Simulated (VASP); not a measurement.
# BN (P3m1) in VASP: further runs

BN is run at these levels: PBEsol; tasks: single point.

All numbers are computed with VASP 6.6.1; they aren't measurements. Logs are shortened: lines on timing, memory, paths and dates and some standing lists are left out, and cuts for length are marked.

### 1 The cell of the first run

The structure is trigonal, space group P3m1 (No. 156). Conventional cell: a = 2.541 Å, b = 2.541 Å, c = 13.610 Å, α = 90.00°, β = 90.00°, γ = 120.00°. B (site symmetry 3m) has 3 N at 1.56 Å within 2.1 Å. Within 2.1 Å of B (site symmetry 3m) lie 4 N at 1.56 to 1.57 Å. B (site symmetry 3m) has 4 N at 1.56 to 1.57 Å within 2.1 Å. B (site symmetry 3m) has 4 N at 1.56 to 1.57 Å within 2.1 Å. B (site symmetry 3m) has 4 N at 1.56 to 1.57 Å within 2.1 Å. Within 2.1 Å of B (site symmetry 3m) lie 4 N at 1.56 to 1.57 Å. N (site symmetry 3m) has 3 B at 1.56 Å within 2.1 Å. N (site symmetry 3m) has 4 B at 1.56 to 1.57 Å within 2.1 Å.

### 2 Single point, PBEsol

The input, INCAR:

```
SYSTEM = BN
PREC = Accurate ; ENCUT = 520
EDIFF = 1E-7 ; ISMEAR = 0
SIGMA = 0.05 ; LREAL = .FALSE.
LASPH = .TRUE. ; NELM = 100
ALGO = Normal ; ISIF = 2
LWAVE = .FALSE. ; LCHARG = .FALSE.
GGA = PS ; NBANDS = 36
```

The input, KPOINTS:

```
regular mesh
0
G
  10 10 2
  0 0 0
```

The input, POSCAR:

```
BN
1.0
   -2.5410113127      0.0000000000      0.0000000000
    1.2705056564     -2.2005803481      0.0000000000
    0.0000000000      0.0000000000     13.6098865130
B N
6 6
Direct
    0.3333333333      0.6666666667      0.0578561724
    0.3333333333      0.6666666667      0.3666975062
    0.3333333333      0.6666666667      0.6755388401
    0.6666666667      0.3333333333      0.8299595070
    0.6666666667      0.3333333333      0.2122768393
    0.6666666667      0.3333333333      0.5211181732
    0.3333333333      0.6666666667      0.8687295975
    0.3333333333      0.6666666667      0.2510469297
    0.3333333333      0.6666666667      0.5598882636
    0.6666666667      0.3333333333      0.7143089305
    0.6666666667      0.3333333333      0.0966262628
    0.6666666667      0.3333333333      0.4054675967
```

Potentials or basis: VASP PAW PBE potentials, release 64 (B, N).

Started as:

```console
$ cat potpaw_PBE.64/B/POTCAR potpaw_PBE.64/N/POTCAR > POTCAR
$ mpirun -np 1 vasp_std > vasp.out
```

OUTCAR:

```text
SYSTEM = BN
   PREC = Accurate
   ENCUT = 520
   EDIFF = 1E-7
   ISMEAR = 0
   LREAL = .FALSE.
   LASPH = .TRUE.
   NELM = 100
   ISIF = 2
   GGA = PS

 ion  position               nearest neighbor table
   1  0.333  0.667  0.058-  11 1.56  11 1.56  11 1.56
   2  0.333  0.667  0.367-  12 1.56  12 1.56  12 1.56   8 1.57
   3  0.333  0.667  0.676-  10 1.56  10 1.56  10 1.56   9 1.57
   4  0.667  0.333  0.830-   7 1.56   7 1.56   7 1.56  10 1.57
   5  0.667  0.333  0.212-   8 1.56   8 1.56   8 1.56  11 1.57
   6  0.667  0.333  0.521-   9 1.56   9 1.56   9 1.56  12 1.57
   7  0.333  0.667  0.869-   4 1.56   4 1.56   4 1.56
   8  0.333  0.667  0.251-   5 1.56   5 1.56   5 1.56   2 1.57
   9  0.333  0.667  0.560-   6 1.56   6 1.56   6 1.56   3 1.57
  10  0.667  0.333  0.714-   3 1.56   3 1.56   3 1.56   4 1.57
  11  0.667  0.333  0.097-   1 1.56   1 1.56   1 1.56   5 1.57
  12  0.667  0.333  0.405-   2 1.56   2 1.56   2 1.56   6 1.57

  LATTYP: Found a hexagonal cell.
 ALAT       =     2.5410113127
 C/A-ratio  =     5.3560904845

  Lattice vectors:

 A1 = (  -2.5410113127,   0.0000000000,   0.0000000000)
 A2 = (   1.2705056564,  -2.2005803481,   0.0000000000)
 A3 = (   0.0000000000,   0.0000000000,  13.6098865130)

Analysis of symmetry for initial positions (statically):
=====================================================================
 Subroutine PRICEL returns:
 Original cell was already a primitive cell.

 Routine SETGRP: Setting up the symmetry group for a
 hexagonal supercell.

 Subroutine GETGRP returns: Found  6 space group operations
 (whereof  6 operations were pure point group operations)
 out of a pool of 24 trial point group operations.

The static configuration has the point symmetry C_3v.

Analysis of symmetry for dynamics (positions and initial velocities):
=====================================================================
 Subroutine PRICEL returns:
 Original cell was already a primitive cell.

 Routine SETGRP: Setting up the symmetry group for a
 hexagonal supercell.

 Subroutine GETGRP returns: Found  6 space group operations
 (whereof  6 operations were pure point group operations)
 out of a pool of 24 trial point group operations.

The dynamic configuration has the point symmetry C_3v.

 Subroutine INISYM returns: Found  6 space group operations
 (whereof  6 operations are pure point group operations),
 and found     1 'primitive' translations

----------------------------------------------------------------------------------------

                                     Primitive cell

  volume of cell :      76.1024

  direct lattice vectors                    reciprocal lattice vectors
    -2.541011313  0.000000000  0.000000000    -0.393544096 -0.227212790  0.000000000
     1.270505656 -2.200580348  0.000000000     0.000000000 -0.454425580  0.000000000
     0.000000000  0.000000000 13.609886513     0.000000000  0.000000000  0.073475998

  length of vectors
     2.541011313  2.541011313 13.609886513     0.454425580  0.454425580  0.073475998

  position of ions in fractional coordinates (direct lattice)
     0.333333333  0.666666667  0.057856172
     0.333333333  0.666666667  0.366697506
     0.333333333  0.666666667  0.675538840
     0.666666667  0.333333333  0.829959507
     0.666666667  0.333333333  0.212276839
     0.666666667  0.333333333  0.521118173
     0.333333333  0.666666667  0.868729597
     0.333333333  0.666666667  0.251046930
     0.333333333  0.666666667  0.559888264
     0.666666667  0.333333333  0.714308931
     0.666666667  0.333333333  0.096626263
     0.666666667  0.333333333  0.405467597

  ion indices of the primitive-cell ions
   primitive index   ion index
                 1           1
                 2           2
                 3           3
                 4           4
                 5           5
                 6           6
                 7           7
                 8           8
                 9           9
                10          10
                11          11
                12          12

----------------------------------------------------------------------------------------

 KPOINTS: regular mesh

Automatic generation of k-mesh.
 Grid dimensions read from file:
 generate k-points for:   10   10    2

 Generating k-lattice:

  Cartesian coordinates                     Fractional coordinates (reciprocal lattice)
    -0.039354410 -0.022721279  0.000000000     0.100000000 -0.000000000  0.000000000
     0.000000000 -0.045442558  0.000000000     0.000000000  0.100000000  0.000000000
     0.000000000  0.000000000  0.036737999     0.000000000  0.000000000  0.500000000

  Length of vectors
     0.045442558  0.045442558  0.036737999

  Shift w.r.t. Gamma in fractional coordinates (k-lattice)
     0.000000000  0.000000000  0.000000000

 Subroutine IBZKPT returns following result:
 ===========================================

 Found     28 irreducible k-points:

 Following reciprocal coordinates:
            Coordinates               Weight
  0.000000  0.000000  0.000000      1.000000
  0.100000  0.000000  0.000000      6.000000
  0.200000  0.000000  0.000000      6.000000
  0.300000  0.000000  0.000000      6.000000
  0.400000  0.000000  0.000000      6.000000
  0.500000  0.000000  0.000000      3.000000
[... 16 lines left out ...]
  0.300000  0.100000  0.500000     12.000000
  0.400000  0.100000  0.500000     12.000000
 [... further k-points ...]
   k-points           NKPTS =     28   k-points in BZ     NKDIM =     28   number of bands    NBANDS=     36
   number of dos      NEDOS =    301   number of ions     NIONS =     12
   total plane-waves  NPLWV =  43200
   dimension x,y,z NGX =    20 NGY =   20 NGZ =  108
   dimension x,y,z NGXF=    40 NGYF=   40 NGZF=  216
   ions per type =               6   6
   NGX,Y,Z   is equivalent  to a cutoff of  13.09, 13.09, 13.19 a.u.
   NGXF,Y,Z  is equivalent  to a cutoff of  26.17, 26.17, 26.38 a.u.
 SYSTEM =  BN
   PREC   = accura    normal or accurate (medium, high low for compatibility)
   ISTART =      0    job   : 0-new  1-cont  2-samecut
   ICHARG =      2    charge: 1-file 2-atom 10-const
   ISPIN  =      1    spin polarized calculation?
   LNONCOLLINEAR =      F non collinear calculations
   LSORBIT =      F    spin-orbit coupling
   LASPH  =      T    aspherical Exc in radial PAW
   ENCUT  =  520.0 eV  38.22 Ry    6.18 a.u.   4.72  4.72 25.31*2*pi/ulx,y,z
   NELM   =    100;   NELMIN=  2; NELMDL= -5     # of ELM steps
   EDIFF  = 0.1E-06   stopping-criterion for ELM
   LREAL  =      F    real-space projection
   EDIFFG = 0.1E-05   stopping-criterion for IOM
   NSW    =      0    number of steps for IOM
   IBRION =     -1    ionic relax: 0-MD 1-quasi-New 2-CG
   NFREE  =      0    steps in history (QN), initial steepest desc. (CG)
   ISIF   =      2    stress and relaxation
   ISYM   =      2    0-nonsym 1-usesym 2-fastsym
   POTIM  = 0.5000    time-step for ionic-motion
   TEBEG  =    0.0;   TEEND  =   0.0 temperature during run
   PSTRESS=    0.0 pullay stress
   NELECT =      48.0000    total number of electrons
   NUPDOWN=      -1.0000    fix difference up-down
   EMIN   =  10.00;   EMAX   =-10.00  energy-range for DOS
   EFERMI =   0.00;   METHOD = LEGACY
   ISMEAR =     0;   SIGMA  =   0.05  broadening in eV -4-tet -1-fermi 0-gaus
   EFERMI_NEDOS =   21; number of points for ismear=-14 and -15
   IALGO  =     38    algorithm
   IMIX   =      4    mixing-type and parameters
     AMIX     =   0.40;   BMIX     =  1.00
     AMIX_MAG =   1.60;   BMIX_MAG =  1.00
  volume/ion in A,a.u.               =       6.34        42.80
  Fermi-wavevector in a.u.,A,eV,Ry     =   1.403963  2.653106 26.818625  1.971113
  Thomas-Fermi vector in A             =   2.526573
   LORBIT       =      0    0 simple, 1 ext, 2 COOP (PROOUT), +10 PAW based schemes
   GGA     = PS    functional components
   LHFCALC =     F    Hartree Fock is set to
   AEXX    =    0.0000 exact exchange contribution
   IVDW    =     0    specifies the selected vdW correction
   LEPSILON=     F    determine dielectric tensor
   LRPA    =     F    only Hartree local field effects (RPA)
 non-spin polarized calculation
 Gauss-broadening in eV      SIGMA  =   0.05
  energy-cutoff  :      520.00
  volume of cell :       76.10
 maximum number of plane-waves:      2067
 NGX is ok and might be reduce to    20
   NGX =  9   NGY =  9   NGZ = 51

 number of electron      48.0000004 magnetization

 Free energy of the ion-electron system (eV)
  ---------------------------------------------------
  ext. energy  EPLUGINS =         0.00000000
  ---------------------------------------------------
  free energy    TOTEN  =      -107.04831540 eV

  energy without entropy =     -107.04831540  energy(sigma->0) =     -107.04831540

 E-fermi :   8.3178     XC(G=0): -12.5791

 val. band max:        8.0672465089   @ k =   0.0000   0.0000   0.0000
 cond. band min:       9.3257365273   @ k =   0.5000   0.0000   0.0000
 fundamental gap:      1.2584900185
 Fermi energy:         8.3178117425

 k-point     1 :       0.0000    0.0000    0.0000
  band No.  band energies     occupation
      1     -14.6240      2.00000
      2     -13.5746      2.00000
      3     -12.6854      2.00000
      4     -11.7149      2.00000
      5     -10.6198      2.00000
      6      -8.5923      2.00000
[... 28 lines left out ...]
     35      16.0380      0.00000
     36      16.8485      0.00000

 k-point     2 :       0.1000    0.0000    0.0000
  band No.  band energies     occupation
      1     -14.4072      2.00000
      2     -13.3616      2.00000
      3     -12.4774      2.00000
      4     -11.5166      2.00000
      5     -10.4291      2.00000
      6      -8.4097      2.00000
[... 850 lines left out ...]
 k-point    24 :       0.4000    0.1000    0.5000
  band No.  band energies     occupation
      1     -10.8035      2.00000
      2     -10.0406      2.00000
      3      -9.4879      2.00000
      4      -8.8529      2.00000
      5      -8.0478      2.00000
      6      -6.1480      2.00000
[... 28 lines left out ...]
     35      17.6405      0.00000
     36      18.3289      0.00000

 [... further k-points ...]

------------------------ aborting loop because EDIFF is reached ----------------------------------------

  FORCE on cell =-STRESS in cart. coord.  units (eV):
  Direction    XX          YY          ZZ          XY          YZ          ZX
  --------------------------------------------------------------------------------------
  -------------------------------------------------------------------------------------
  Total       -0.4017651     -0.4017651     -7.4944351      0.0000000      0.0000000     -0.0000000
  in kB       -8.4583271     -8.4583271   -157.7797099      0.0000000      0.0000000     -0.0000000
  external PRESSURE =     -58.2321214 kB  Pullay stress =       0.0000000 kB

 VOLUME and BASIS-vectors are now :
 -----------------------------------------------------------------------------
  energy-cutoff  :      520.00
  volume of cell :       76.10
      direct lattice vectors                 reciprocal lattice vectors
    -2.541011313  0.000000000  0.000000000    -0.393544096 -0.227212790  0.000000000
     1.270505656 -2.200580348  0.000000000     0.000000000 -0.454425580  0.000000000
     0.000000000  0.000000000 13.609886513     0.000000000  0.000000000  0.073475998

 POSITION                                       TOTAL-FORCE (eV/Angst)
 -----------------------------------------------------------------------------------
      0.00000     -1.46705      0.78742         0.000000     -0.000000     -0.545592
      0.00000     -1.46705      4.99071         0.000000      0.000000      0.608022
      0.00000     -1.46705      9.19401        -0.000000      0.000000      0.731377
     -1.27051     -0.73353     11.29565         0.000000      0.000000      3.121516
     -1.27051     -0.73353      2.88906         0.000000     -0.000000      0.775495
     -1.27051     -0.73353      7.09236        -0.000000      0.000000      0.607976
      0.00000     -1.46705     11.82331         0.000000      0.000000     -0.005833
      0.00000     -1.46705      3.41672         0.000000     -0.000000     -0.623293
      0.00000     -1.46705      7.62002        -0.000000      0.000000     -0.611379
     -1.27051     -0.73353      9.72166        -0.000000      0.000000     -0.867846
     -1.27051     -0.73353      1.31507        -0.000000      0.000000     -2.589219
     -1.27051     -0.73353      5.51837         0.000000     -0.000000     -0.601223
 -----------------------------------------------------------------------------------
    total drift:                                0.000000     -0.000000     -0.000179

  FREE ENERGIE OF THE ION-ELECTRON SYSTEM (eV)
  ---------------------------------------------------
  free  energy   TOTEN  =      -107.0483153967 eV

  energy  without entropy=     -107.0483153967  energy(sigma->0) =     -107.04831540
```

Run time: 1.7 min. Hardware: 1 thread of Intel Xeon 6975P-C, shared host; peak memory 0.22 GiB.

Results:

```yaml
Free_energy: -107.0483 eV
Pressure: -5.8 GPa
Largest_force: 3.122 eV/Å
Band_gap_on_the_k_mesh: 1.26 eV, indirect (least direct gap 1.66 eV)
```

Forces in eV/Å, atoms in the order of the input:
```
B    0.000  0.000 -0.546
B    0.000  0.000  0.608
B    0.000  0.000  0.731
B    0.000  0.000  3.122
B    0.000  0.000  0.775
B    0.000  0.000  0.608
N    0.000  0.000 -0.006
N    0.000  0.000 -0.623
N    0.000  0.000 -0.611
N    0.000  0.000 -0.868
N    0.000  0.000 -2.589
N    0.000  0.000 -0.601
```

Caveat: the PAW data sets were made with another functional, which shifts forces and pressure a little. A k mesh can miss the band edges.

(Continued in part 2 of 2.)
